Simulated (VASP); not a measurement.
# Ir (Fm-3m) in VASP: a series of runs, part 2 of 2

VASP 6.6.1.

### Step 4. Single point, r2SCAN

This run uses another cell than the first one, of 13.22 Å³/atom, 0.922 times its volume.

File POSCAR:

```
Ir
1.0
    0.0000000000      1.8764951499      1.8764951499
    1.8764951499      0.0000000000      1.8764951499
    1.8764951499      1.8764951499      0.0000000000
Ir
1
Direct
    0.0000000000      0.0000000000      0.0000000000
```

File INCAR.step1:

```
SYSTEM = Ir
ALGO     = Normal         ! electronic algorithm
EDIFF    = 1E-5           ! SCF threshold, eV
ENCUT    = 550            ! plane-wave cutoff, eV
GGA      = PE             ! functional
GGA_COMPAT= .FALSE.      
ISMEAR   = -1             ! smearing method
LASPH    = .TRUE.         ! aspherical terms in the spheres
LCHARG   = .FALSE.        ! write CHGCAR
LREAL    = .FALSE.        ! projectors in reciprocal space
LWAVE    = .TRUE.         ! write WAVECAR
NBANDS   = 14             ! bands
NELM     = 120            ! most SCF steps
PREC     = Accurate       ! precision mode
SIGMA    = 0.05           ! smearing width, eV
```

File INCAR.step2:

```
SYSTEM = Ir
ALGO     = Normal         ! electronic algorithm
EDIFF    = 1E-6           ! SCF threshold, eV
ENCUT    = 550            ! plane-wave cutoff, eV
GGA_COMPAT= .FALSE.      
ISIF     = 2              ! what is computed and relaxed
ISMEAR   = -1             ! smearing method
ISTART   = 1            
LASPH    = .TRUE.         ! aspherical terms in the spheres
LCHARG   = .FALSE.        ! write CHGCAR
LMIXTAU  = .TRUE.       
LREAL    = .FALSE.        ! projectors in reciprocal space
LWAVE    = .FALSE.        ! write WAVECAR
METAGGA  = R2SCAN         ! meta-GGA
NBANDS   = 14             ! bands
NELM     = 120            ! most SCF steps
PREC     = Accurate       ! precision mode
SIGMA    = 0.05           ! smearing width, eV
```

File KPOINTS:

```
k-points
0
G
  12 12 12
  0 0 0
```

Started as:

```
> cat potpaw_PBE.64/Ir_sv_GW/POTCAR > POTCAR
> cp INCAR.step1 INCAR
> mpirun -np 1 vasp_std > vasp.out
> cp INCAR.step2 INCAR
> mpirun -np 1 vasp_std > vasp.out
```

Wall time 49 s (1 thread of Intel Xeon Platinum 8488C (Sapphire Rapids), shared host); peak memory 0.15 GiB.

The run converged. Its results:

```yaml
Free_energy: -52.8344 eV
Pressure: 29.8 GPa
```

Levels at points of the mesh, in eV from the Fermi level:
```tsv
k point	band 4	band 5	band 6	band 7	band 8	band 9	band 10	band 11	band 12	band 13
(0.00, 0.00, 0.00)	-51.04	-12.30	-4.48	-4.48	-4.48	-1.45	-1.45	13.98	20.18	20.18
(0.50, 0.00, 0.00)	-51.18	-9.21	-4.66	-4.66	-0.90	1.02	1.02	8.43	13.75	20.47
(0.50, 0.50, 0.00)	-51.43	-9.09	-8.46	0.93	1.74	1.74	1.75	12.12	12.33	12.33
```

Caveat: the PAW data sets were made with another functional, which shifts forces and pressure a little; spin-orbit coupling is left out, which moves the levels of the heavy elements.

### Step 5. Single point, r2SCAN

This run uses another cell than the first one, of 14.90 Å³/atom, 1.039 times its volume.

File POSCAR:

```
Ir
1.0
    0.0000000000      1.9531703226      1.9531703226
    1.9531703226      0.0000000000      1.9531703226
    1.9531703226      1.9531703226      0.0000000000
Ir
1
Direct
    0.0000000000      0.0000000000      0.0000000000
```

File INCAR.step1:

```
SYSTEM = Ir
ALGO = Normal
EDIFF = 1E-5
ENCUT = 550
GGA = PE
GGA_COMPAT = .False.
ISMEAR = -1
LASPH = .True.
LCHARG = .False.
LREAL = .False.
LWAVE = .True.
NBANDS = 14
NELM = 120
PREC = Accurate
SIGMA = 0.05
```

File INCAR.step2:

```
SYSTEM = Ir
ALGO = Normal
EDIFF = 1E-6
ENCUT = 550
GGA_COMPAT = .False.
ISIF = 2
ISMEAR = -1
ISTART = 1
LASPH = .True.
LCHARG = .False.
LMIXTAU = .True.
LREAL = .False.
LWAVE = .False.
METAGGA = R2SCAN
NBANDS = 14
NELM = 120
PREC = Accurate
SIGMA = 0.05
```

File KPOINTS:

```
k-points
0
Gamma
  12 12 12
  0 0 0
```

Potentials or basis: VASP PAW PBE potentials, release 64 (Ir_sv_GW).

Started as:

```
> cat potpaw_PBE.64/Ir_sv_GW/POTCAR > POTCAR
> cp INCAR.step1 INCAR
> mpirun -np 1 vasp_std > vasp.out
> cp INCAR.step2 INCAR
> mpirun -np 1 vasp_std > vasp.out
```

OUTCAR:

```text
SYSTEM = Ir
   EDIFF = 1E-6
   ENCUT = 550
   ISIF = 2
   ISMEAR = -1
   ISTART = 1
   LASPH = .True.
   LREAL = .False.
   METAGGA = R2SCAN
   NELM = 120
   PREC = Accurate

 ion  position               nearest neighbor table
   1  0.000  0.000  0.000-

  LATTYP: Found a face centered cubic cell.
 ALAT       =     3.9063406452

  Lattice vectors:

 A1 = (   0.0000000000,   1.9531703226,   1.9531703226)
 A2 = (   1.9531703226,   0.0000000000,   1.9531703226)
 A3 = (   1.9531703226,   1.9531703226,   0.0000000000)

Analysis of symmetry for initial positions (statically):
[... 577 lines left out ...]
      7       8.6293      2.00000
      8       8.8383      2.00000
      9      12.1060      0.00045
     10      15.4425      0.00000
     11      18.8596      0.00000
     12      27.1561      0.00000
     13      29.2531      0.00000
     14      31.1648      0.00000

 [... further k-points ...]
[... 5 lines left out ...]
  --------------------------------------------------------------------------------------
  -------------------------------------------------------------------------------------
  Total       -1.7210196     -1.7210196     -1.7210196      0.0000000      0.0000000      0.0000000
  in kB     -185.0316671   -185.0316671   -185.0316671      0.0000000      0.0000000      0.0000000
  external PRESSURE =    -185.0316671 kB  Pullay stress =       0.0000000 kB

 VOLUME and BASIS-vectors are now :
 -----------------------------------------------------------------------------
  energy-cutoff  :      550.00
  volume of cell :       14.90
      direct lattice vectors                 reciprocal lattice vectors
     0.000000000  1.953170323  1.953170323    -0.255994060  0.255994060  0.255994060
     1.953170323  0.000000000  1.953170323     0.255994060 -0.255994060  0.255994060
     1.953170323  1.953170323  0.000000000     0.255994060  0.255994060 -0.255994060

 POSITION                                       TOTAL-FORCE (eV/Angst)
 -----------------------------------------------------------------------------------
      0.00000      0.00000      0.00000        -0.000000     -0.000000      0.000000
 -----------------------------------------------------------------------------------
    total drift:                                0.000000      0.000000      0.000000

  FREE ENERGIE OF THE ION-ELECTRON SYSTEM (eV)
  ---------------------------------------------------
  free  energy   TOTEN  =       -52.8839770476 eV

  energy  without entropy=      -52.8789277505  energy(sigma->0) =      -52.88145240
```

OSZICAR.step1:

```text
N       E                     dE             d eps       ncg     rms          rms(c)
DAV:   1     0.112458767157E+03    0.11246E+03   -0.11755E+04  2102   0.131E+03
DAV:   2    -0.892554542682E+01   -0.12138E+03   -0.11637E+03  2532   0.395E+02
DAV:   3    -0.106036921911E+02   -0.16781E+01   -0.16743E+01  2196   0.439E+01
DAV:   4    -0.106063653147E+02   -0.26731E-02   -0.26730E-02  2424   0.213E+00
DAV:   5    -0.106063710266E+02   -0.57119E-05   -0.57102E-05  2196   0.931E-02    0.671E+01
DAV:   6    -0.951929312720E+01    0.10871E+01   -0.15177E+00  2088   0.131E+01    0.358E+01
DAV:   7    -0.944094306112E+01    0.78350E-01   -0.41801E-01  2298   0.639E+00    0.655E+00
DAV:   8    -0.942360834012E+01    0.17335E-01   -0.68304E-02  2040   0.319E+00    0.716E-01
DAV:   9    -0.942357994454E+01    0.28396E-04   -0.83055E-04  2226   0.366E-01    0.189E-01
DAV:  10    -0.942349901505E+01    0.80929E-04   -0.14162E-04  2226   0.168E-01    0.130E-01
DAV:  11    -0.942349827369E+01    0.74136E-06   -0.78661E-06  1110   0.353E-02
   1 F= -.94234983E+01 E0= -.94208886E+01  d E =-.521936E-02
```

It took 48 s on 1 thread of Intel Xeon Platinum 8259CL at 2.50GHz (Skylake/Cascade Lake), shared host; peak memory 0.16 GiB.

Results:

```yaml
Free_energy: -52.8840 eV
Pressure: -18.5 GPa
```

Caveat: the PAW data sets were made with another functional, which shifts forces and pressure a little; spin-orbit coupling is left out, which moves the levels of the heavy elements.

### Step 6. Overview

```csv
level,spin,cell,k mesh,cutoff (eV),gap on the mesh (eV),pressure (GPa)
r2SCAN,off,"a = 2.727 Å, angles 60.0°, 1 atom",12 × 12 × 12,550,none,-6.1
PBE,"non-collinear, zero start, SOC","a = 2.709 Å, angles 60.0°, 1 atom",9 × 9 × 9,500,-,9.7
r2SCAN,off,"a = 2.654 Å, angles 60.0°, 1 atom",12 × 12 × 12,550,none,29.8
r2SCAN,off,"a = 2.762 Å, angles 60.0°, 1 atom",12 × 12 × 12,550,none,-18.5
```

Alike in all rows: task single point; potentials or basis VASP PAW PBE potentials, release 64 (Ir_sv_GW); smearing fermi-dirac 0.05 eV.

Caveats: the PAW data sets were made with another functional, which shifts forces and pressure a little (some runs); spin-orbit coupling is left out, which moves the levels of the heavy elements (some runs).

Total energies depend on the potentials used, so only differences within one code and one set of settings carry meaning.
